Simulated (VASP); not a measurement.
# Y2B4HRh6 (a cell with a defect) in VASP: further runs, part 2 of 2

VASP 6.6.1. The steps go on from the part before.

## (4) Single point, PBEsol

Contents of INCAR:

```
ALGO = Normal
EDIFF = 1E-6
ENCUT = 520
GGA = PS
ISIF = 2
ISMEAR = 0
LASPH = True
LCHARG = True
LELF = True
LREAL = False
LVHAR = True
LWAVE = False
NBANDS = 74
NELM = 60
PREC = Accurate
SIGMA = 0.1
```

Contents of KPOINTS:

```
k-points
0
Gamma
  4 4 3
```

Contents of POSCAR:

```
Y2B4HRh6
1.0
    5.3736450000      0.0000000000      0.0000000000
   -2.6868220000      4.6537130000      0.0000000000
    0.0000000000      0.0000000000      6.2963550000
Y B Rh H
2 4 6 1
Direct
    0.0078916420     -0.0081213864      0.2668417220
    0.0078240137     -0.0080527988      0.7516118646
    0.6570356874      0.3427445286      0.2617737381
    0.3306317931      0.6691604871      0.2619673337
    0.6570550158      0.3427387964      0.7566496397
    0.3306071026      0.6691691592      0.7564554463
   -0.0008774166      0.5071820194      0.0092113020
    0.4957910982      0.5039829501      0.0092014467
    0.4925891505      0.0006508214      0.0092072691
   -0.0017760744      0.4982843155      0.5092121365
    0.4986802055      0.5010917008      0.5092167854
    0.5014880261      0.0015497130      0.5092178785
    0.8574574562      1.1423116236      0.0093133674
```

Potentials or basis: VASP PAW PBE potentials, release 64 (Y_sv, B, Rh_pv, H).

Run with:

```
cat potpaw_PBE.64/Y_sv/POTCAR potpaw_PBE.64/B/POTCAR potpaw_PBE.64/Rh_pv/POTCAR potpaw_PBE.64/H/POTCAR > POTCAR
mpirun -np 1 vasp_std > vasp.out
```

OUTCAR:

```text
EDIFF = 1E-6
   ENCUT = 520
   GGA = PS
   ISIF = 2
   ISMEAR = 0
   LASPH = True
   LREAL = False
   NELM = 60
   PREC = Accurate

 ion  position               nearest neighbor table
   1  0.008  0.992  0.267-  13 2.14   4 3.00   3 3.02   3 3.02  10 3.04  12 3.04   7 3.05   9 3.05
                             2 3.05  11 3.09  11 3.09   8 3.14   8 3.14  10 3.14  12 3.14   4 3.15
   2  0.008  0.992  0.752-  13 2.14   6 3.00   5 3.02   5 3.02  12 3.04  10 3.04   9 3.05   7 3.05
[... 2098 lines left out ...]
  energy-cutoff  :      520.00
  volume of cell :      157.46
      direct lattice vectors                 reciprocal lattice vectors
     5.373645000  0.000000000  0.000000000     0.186093424  0.107441071  0.000000000
    -2.686822000  4.653713000  0.000000000     0.000000000  0.214882181  0.000000000
     0.000000000  0.000000000  6.296355000     0.000000000  0.000000000  0.158822049

 POSITION                                       TOTAL-FORCE (eV/Angst)
 -----------------------------------------------------------------------------------
     -2.62259      4.61592      1.68013         0.002039     -0.001118     -0.003545
     -2.62314      4.61624      4.73242         0.002967     -0.001667      0.003747
      2.60978      1.59503      1.64822         0.007252     -0.004228     -0.010102
     -0.02122      3.11408      1.64944        -0.001890      0.001049      0.000099
      2.60990      1.59501      4.76413         0.007183     -0.004215      0.010419
     -0.02137      3.11412      4.76291        -0.001781      0.001056      0.000140
      4.00622      2.36028      0.05800         0.002482      0.004261      0.000047
      1.31009      2.34539      0.05794        -0.009034      0.005184      0.000061
      2.64525      0.00303      0.05797        -0.002517     -0.004284      0.000055
      4.02530      2.31887      3.20618        -0.004057     -0.001169     -0.000045
      1.33339      2.33194      3.20621        -0.012704      0.007357      0.000167
      2.69065      0.00721      3.20622        -0.000993      0.004103     -0.000101
      4.22531      0.66228      0.05864         0.011054     -0.006330     -0.000943
 -----------------------------------------------------------------------------------
    total drift:                                0.000086     -0.000087     -0.000797

  FREE ENERGIE OF THE ION-ELECTRON SYSTEM (eV)
  ---------------------------------------------------
  free  energy   TOTEN  =      -102.7281288463 eV

  energy  without entropy=     -102.7122639424  energy(sigma->0) =     -102.72019639
```

OSZICAR:

```text
N       E                     dE             d eps       ncg     rms          rms(c)
DAV:   1     0.140608199662E+04    0.14061E+04   -0.72328E+04  3904   0.182E+03
DAV:   2    -0.305123208581E+02   -0.14366E+04   -0.13951E+04  4032   0.554E+02
DAV:   3    -0.107857016118E+03   -0.77345E+02   -0.74913E+02  5180   0.118E+02
DAV:   4    -0.111050617068E+03   -0.31936E+01   -0.31762E+01  5328   0.184E+01
DAV:   5    -0.111113708380E+03   -0.63091E-01   -0.63062E-01  5160   0.256E+00    0.622E+01
DAV:   6    -0.104814737102E+03    0.62990E+01   -0.58112E+01  4456   0.338E+01    0.246E+01
DAV:   7    -0.103694889347E+03    0.11198E+01   -0.22851E+01  4758   0.224E+01    0.284E+01
DAV:   8    -0.102907229025E+03    0.78766E+00   -0.49511E+00  4720   0.123E+01    0.125E+01
DAV:   9    -0.103033948374E+03   -0.12672E+00   -0.34344E+00  4438   0.122E+01    0.439E+00
DAV:  10    -0.102726549286E+03    0.30740E+00   -0.11445E+00  4590   0.800E+00    0.124E+00
DAV:  11    -0.102730089391E+03   -0.35401E-02   -0.87420E-02  4368   0.135E+00    0.664E-01
DAV:  12    -0.102728564789E+03    0.15246E-02   -0.96787E-03  4456   0.834E-01    0.324E-01
DAV:  13    -0.102728168868E+03    0.39592E-03   -0.22749E-03  4710   0.339E-01    0.114E-01
DAV:  14    -0.102728129857E+03    0.39011E-04   -0.31387E-04  4614   0.103E-01    0.258E-02
DAV:  15    -0.102728131111E+03   -0.12540E-05   -0.42391E-05  5200   0.446E-02    0.184E-02
DAV:  16    -0.102728129047E+03    0.20643E-05   -0.10328E-05  4462   0.263E-02    0.989E-03
DAV:  17    -0.102728128846E+03    0.20029E-06   -0.16383E-06  2576   0.796E-03
   1 F= -.10272813E+03 E0= -.10272020E+03  d E =-.158649E-01
```

stdout:

```text
POSCAR found type information on POSCAR Y B RhH
 POSCAR found :  4 types and      13 ions
 scaLAPACK will be used
 -----------------------------------------------------------------------------
|                                                                             |
|                                                                             |
|     You enforced a specific xc type in the INCAR file but a different       |
|     I HOPE YOU KNOW WHAT YOU ARE DOING!                                     |
|                                                                             |
 -----------------------------------------------------------------------------

 LDA part: xc-table for (Slater+PW92), standard interpolation
 POSCAR, INCAR and KPOINTS ok, starting setup
 FFT: planning ... GRIDC
 FFT: planning ... GRID_SOFT
 FFT: planning ... GRID
 WAVECAR not read
 entering main loop
```

Wall time 7.7 min (1 thread of Intel Xeon Platinum 8259CL at 2.50GHz (Skylake/Cascade Lake), shared host); peak memory 0.43 GiB.

What came out:

| Item | Value |
| --- | --- |
| Free energy | -102.7281 eV |
| Pressure | -0.3 GPa |
| Largest force | 0.015 eV/Å |
| Band gap on the k mesh | zero (an odd number of electrons rules out a gap without spin polarisation) |

Forces on the atoms (eV/Å):
```
Y    0.002 -0.001 -0.004
Y    0.003 -0.002  0.004
B    0.007 -0.004 -0.010
B   -0.002  0.001  0.000
B    0.007 -0.004  0.010
B   -0.002  0.001  0.000
Rh   0.002  0.004  0.000
Rh  -0.009  0.005  0.000
Rh  -0.003 -0.004  0.000
Rh  -0.004 -0.001  0.000
Rh  -0.013  0.007  0.000
Rh  -0.001  0.004  0.000
H    0.011 -0.006 -0.001
```

Stress tensor (GPa, compression positive):
```
 0.32 -1.23  0.00
-1.23 -1.10  0.00
 0.00  0.00 -0.22
```

Caveat: the PAW data sets were made with another functional, which shifts forces and pressure a little.

## (5) Single point, PBEsol

Contents of INCAR:

```
  ALGO = Normal
  EDIFF = 1E-6
  ENCUT = 520
  GGA = PS
  ISIF = 2
  ISMEAR = 0
  LASPH = T
  LCHARG = F
  LREAL = F
  LWAVE = F
  NBANDS = 74
  NELM = 80
  PREC = Accurate
  SIGMA = 0.1
```

KPOINTS is that of step 4.

Contents of POSCAR:

```
Y2B4HRh6
1.0
    5.3736450000      0.0000000000      0.0000000000
   -2.6868220000      4.6537130000      0.0000000000
    0.0000000000      0.0000000000      6.2963550000
Y B Rh H
2 4 6 1
Direct
    0.0160065952      0.0073680951      0.2671706090
    0.0155349996      0.0071383861      0.7519650655
    0.6614548278      0.3301106020      0.2622761900
    0.3143413775      0.6565447848      0.2620165159
    0.6613460514      0.3300396909      0.7567114624
    0.3144459061      0.6566064560      0.7569787599
   -0.0084545948      0.4951377534      0.0094602353
    0.4917951323      0.4920331357      0.0094891409
    0.4917989639     -0.0015069687      0.0094951762
   -0.0026801409      0.4980307123      0.5095268612
    0.4996667398      0.5008540492      0.5095119319
    0.4996682352     -0.0024468634      0.5095003379
    0.7149688046      0.8568433421      0.0098747609
```

Run with:

```
cat potpaw_PBE.64/Y_sv/POTCAR potpaw_PBE.64/B/POTCAR potpaw_PBE.64/Rh_pv/POTCAR potpaw_PBE.64/H/POTCAR > POTCAR
mpirun -np 1 vasp_std > vasp.out
```

It took 8.3 min on 1 thread of Intel Xeon Platinum 8259CL at 2.50GHz (Skylake/Cascade Lake), shared host; peak memory 0.42 GiB.

It converged, with:

* Free energy: -102.7281 eV
* Pressure: -0.3 GPa
* Largest force: 0.016 eV/Å
* Band gap on the k mesh: zero (an odd number of electrons rules out a gap without spin polarisation)

Forces on the atoms (eV/Å):
```
Y    0.001  0.001 -0.002
Y    0.004  0.002  0.002
B   -0.001  0.000  0.000
B    0.001  0.000 -0.006
B   -0.001  0.000  0.001
B    0.001  0.000  0.007
Rh   0.000  0.000  0.000
Rh   0.001 -0.013  0.000
Rh  -0.010  0.007  0.001
Rh  -0.007 -0.004  0.000
Rh  -0.001 -0.001  0.000
Rh  -0.001 -0.001  0.000
H    0.013  0.008 -0.004
```

Stress tensor (GPa, compression positive):
```
 0.31  1.23  0.01
 1.23 -1.10  0.00
 0.01  0.00 -0.23
```

Levels at points of the mesh, in eV from the Fermi level:
```tsv
k point	band 58	band 59	band 60	band 61	band 62	band 63	band 64	band 65	band 66	band 67
(0.00, 0.00, 0.00)	-1.16	-0.96	-0.95	-0.78	-0.70	-0.61	-0.29	-0.28	0.50	0.74
(0.50, 0.00, 0.00)	-1.32	-1.14	-1.10	-0.80	-0.35	-0.33	0.01	0.15	1.43	1.54
(0.00, 0.50, 0.00)	-1.35	-1.06	-0.99	-0.79	-0.35	-0.32	-0.03	0.17	1.20	1.42
(0.50, 0.50, 0.00)	-1.35	-1.06	-0.99	-0.79	-0.35	-0.32	-0.03	0.17	1.20	1.42
```

Caveat: the PAW data sets were made with another functional, which shifts forces and pressure a little.

## (6) Summary

| cell | gap on the mesh (eV) | pressure (GPa) | largest force (eV/Å) |
| --- | --- | --- | --- |
| as given, atomic positions A | none | -0.6 | 0.02 |
| as given, atomic positions B | none | -0.3 | 0.02 |
| as given, atomic positions C | none | -0.3 | 0.01 |

Alike in all rows: task single point; level PBEsol; potentials or basis VASP PAW PBE potentials, release 64 (Y_sv, B, Rh_pv, H); no spin polarisation; k mesh 4 × 4 × 3; cutoff (eV) 520; smearing gaussian 0.1 eV.

Caveats: the PAW data sets were made with another functional, which shifts forces and pressure a little.

Total energies depend on the potentials used, so only differences within one code and one set of settings carry meaning.
